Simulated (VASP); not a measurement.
# Ti in VASP: notebook, part 2 of 2

VASP 6.6.1.

## 4. Single point, r2SCAN

This run uses another cell than the first one: it holds 3 atoms, not 1.

Input file POSCAR:

```
Ti
1.0
    4.6442741147      0.0000000000      0.0000000000
   -2.3221370574      4.0220593655      0.0000000000
    0.0000000000      0.0000000000      2.7598937415
Ti
3
Direct
    0.3447541120      0.0000000000      0.3333333333
    0.0000000000      0.3447541120      0.6666666667
    0.6552458880      0.6552458880      0.0000000000
```

Input file INCAR.step1:

```
PREC = Accurate
ENCUT = 520
ISMEAR = 0
SIGMA = 0.1
LREAL = F
LASPH = T
NELM = 100
NBANDS = 25
GGA = PE
ALGO = Normal
EDIFF = 1E-4
LWAVE = T
LCHARG = F
```

Input file INCAR.step2:

```
PREC = Accurate
ENCUT = 520
EDIFF = 1E-7
ISMEAR = 0
SIGMA = 0.1
LREAL = F
LASPH = T
NELM = 100
ALGO = Normal
ISIF = 2
LWAVE = F
LCHARG = T
METAGGA = R2SCAN
LMIXTAU = T
LELF = T
LVHAR = T
NBANDS = 25
ISTART = 1
```

Input file KPOINTS:

```
Automatic mesh
0
Gamma
  6 6 4
```

Potentials or basis: VASP PAW PBE potentials, release 64 (Ti_sv).

On the command line:

```sh
cat potpaw_PBE.64/Ti_sv/POTCAR > POTCAR
cp INCAR.step1 INCAR
mpirun -np 1 vasp_std > vasp.out
cp INCAR.step2 INCAR
mpirun -np 1 vasp_std > vasp.out
```

OUTCAR:

```text
PREC = Accurate
   ENCUT = 520
   EDIFF = 1E-7
   ISMEAR = 0
   LREAL = F
   LASPH = T
   NELM = 100
   ISIF = 2
   METAGGA = R2SCAN
   ISTART = 1

 ion  position               nearest neighbor table
   1  0.345  0.000  0.333-   3 2.79   3 2.79   2 2.79   2 2.79
   2  0.000  0.345  0.667-   3 2.79   3 2.79   1 2.79   1 2.79
   3  0.655  0.655  0.000-   2 2.79   2 2.79   1 2.79   1 2.79

  LATTYP: Found a hexagonal cell.
 ALAT       =     4.6442741147
 C/A-ratio  =     0.5942572883

  Lattice vectors:

 A1 = (   4.6442741147,   0.0000000000,   0.0000000000)
 A2 = (  -2.3221370574,   4.0220593655,   0.0000000000)
 A3 = (   0.0000000000,   0.0000000000,   2.7598937415)

Analysis of symmetry for initial positions (statically):
=====================================================================
 Subroutine PRICEL returns:
 Original cell was already a primitive cell.

 Routine SETGRP: Setting up the symmetry group for a
 hexagonal supercell.

 Subroutine GETGRP returns: Found  6 space group operations
 (whereof  2 operations were pure point group operations)
 out of a pool of 24 trial point group operations.
[... 163 lines left out ...]
  free energy    TOTEN  =       -38.55372834 eV

  energy without entropy =      -38.52496397  energy(sigma->0) =      -38.53934616

 E-fermi :   8.1968     XC(G=0): -12.4518

 val. band max:        8.1795289234   @ k =   0.3333   0.1667   0.2500
 cond. band min:       8.2067763574   @ k =   0.5000   0.0000   0.2500
 fundamental gap:      0.0272474341
 Fermi energy:         8.1967545623

 k-point     1 :       0.0000    0.0000    0.0000
  band No.  band energies     occupation
      1     -50.6604      2.00000
      2     -50.5056      2.00000
      3     -50.5056      2.00000
      4     -26.0007      2.00000
      5     -25.9449      2.00000
      6     -25.9449      2.00000
[... 661 lines left out ...]
     24      10.4593      0.00000
     25      12.7298      0.00000

------------------------ aborting loop because EDIFF is reached ----------------------------------------

  FORCE on cell =-STRESS in cart. coord.  units (eV):
  Direction    XX          YY          ZZ          XY          YZ          ZX
  --------------------------------------------------------------------------------------
  -------------------------------------------------------------------------------------
  Total        0.1960639      0.1960639      0.0663722     -0.0000000      0.0000000     -0.0000000
  in kB        6.0932580      6.0932580      2.0627104     -0.0000000      0.0000000     -0.0000000
  external PRESSURE =       4.7497421 kB  Pullay stress =       0.0000000 kB

 VOLUME and BASIS-vectors are now :
 -----------------------------------------------------------------------------
  energy-cutoff  :      520.00
  volume of cell :       51.55
      direct lattice vectors                 reciprocal lattice vectors
     4.644274115  0.000000000  0.000000000     0.215318901  0.124314426  0.000000000
    -2.322137057  4.022059365  0.000000000     0.000000000  0.248628851  0.000000000
     0.000000000  0.000000000  2.759893741     0.000000000  0.000000000  0.362332790

 POSITION                                       TOTAL-FORCE (eV/Angst)
 -----------------------------------------------------------------------------------
      1.60113      0.00000      0.91996        -0.008387      0.000000     -0.000000
     -0.80057      1.38662      1.83993         0.004193     -0.007263      0.000000
      1.52157      2.63544      0.00000         0.004193      0.007263      0.000000
 -----------------------------------------------------------------------------------
    total drift:                                0.000000     -0.000000     -0.000000

  FREE ENERGIE OF THE ION-ELECTRON SYSTEM (eV)
  ---------------------------------------------------
  free  energy   TOTEN  =       -38.5537283406 eV

  energy  without entropy=      -38.5249639724  energy(sigma->0) =      -38.53934616
```

OUTCAR.step1:

```text
PREC = Accurate
   ENCUT = 520
   ISMEAR = 0
   LREAL = F
[... 898 lines left out ...]
      1.60113      0.00000      0.91996        -0.040221     -0.000000      0.000000
     -0.80057      1.38662      1.83993         0.020110     -0.034832     -0.000000
      1.52157      2.63544      0.00000         0.020110      0.034832     -0.000000
 -----------------------------------------------------------------------------------
    total drift:                                0.000000     -0.000000     -0.000000

  FREE ENERGIE OF THE ION-ELECTRON SYSTEM (eV)
  ---------------------------------------------------
  free  energy   TOTEN  =       -23.2723608234 eV

  energy  without entropy=      -23.2420223567  energy(sigma->0) =      -23.25719159
```

OSZICAR.step1:

```text
N       E                     dE             d eps       ncg     rms          rms(c)
DAV:   1     0.443551164023E+03    0.44355E+03   -0.18993E+04  1200   0.182E+03
DAV:   2     0.279330872936E+02   -0.41562E+03   -0.40942E+03  1218   0.528E+02
DAV:   3    -0.213733988247E+02   -0.49306E+02   -0.48044E+02  2202   0.152E+02
DAV:   4    -0.260273005859E+02   -0.46539E+01   -0.46284E+01  1698   0.417E+01
DAV:   5    -0.262602111722E+02   -0.23291E+00   -0.23285E+00  1871   0.832E+00    0.145E+01
DAV:   6    -0.232328608645E+02    0.30274E+01   -0.12378E+01  1446   0.315E+01    0.358E+00
DAV:   7    -0.232391162808E+02   -0.62554E-02   -0.10289E+00  1808   0.666E+00    0.235E+00
DAV:   8    -0.232828444985E+02   -0.43728E-01   -0.31789E-01  1514   0.562E+00    0.713E-01
DAV:   9    -0.232718666670E+02    0.10978E-01   -0.68161E-02  1544   0.243E+00    0.145E-01
DAV:  10    -0.232723693840E+02   -0.50272E-03   -0.33017E-03  1884   0.366E-01    0.100E-01
DAV:  11    -0.232723608234E+02    0.85605E-05   -0.45840E-04  1344   0.156E-01
   1 F= -.23272361E+02 E0= -.23257192E+02  d E =-.303385E-01
```

It took 3.5 min on 1 thread of AMD EPYC 7R43 (Zen 3), shared host; peak memory 0.15 GiB.

What came out:

```yaml
Free_energy: -38.5537 eV
Pressure: 0.5 GPa
Largest_force: 0.008 eV/Å
Band_gap_on_the_k_mesh: zero (band 18 reaches 8.31 eV, above the bottom of band 19 at 7.63 eV)
```

Forces on the atoms (eV/Å):
```
Ti  -0.008  0.000  0.000
Ti   0.004 -0.007  0.000
Ti   0.004  0.007  0.000
```

Caveat: the k points lie up to 0.57 Å⁻¹ apart; the PAW data sets were made with another functional, which shifts forces and pressure a little.

## 5. Overview

```csv
task,cell,k mesh,cutoff (eV),gap on the mesh (eV),pressure (GPa)
relaxation of cell and atoms,"relaxed from a = 2.842 Å, angles 109.5°, 1 atom",24 × 24 × 24,600,none,-0.1
single point,"a = 4.597, b = 4.597, c = 2.820 Å, angles 90.0, 90.0, 120.0°, 3 atoms",12 × 12 × 16,520,none,0.5
single point,"a = 4.644, b = 4.644, c = 2.760 Å, angles 90.0, 90.0, 120.0°, 3 atoms",6 × 6 × 4,520,none,0.5
```

Alike in all rows: level r2SCAN; potentials or basis VASP PAW PBE potentials, release 64 (Ti_sv); no spin polarisation; smearing gaussian 0.1 eV.

Caveats: some runs use coarse meshes; the PAW data sets were made with another functional, which shifts forces and pressure a little.

Total energies depend on the potentials used, so only differences within one code and one set of settings carry meaning.
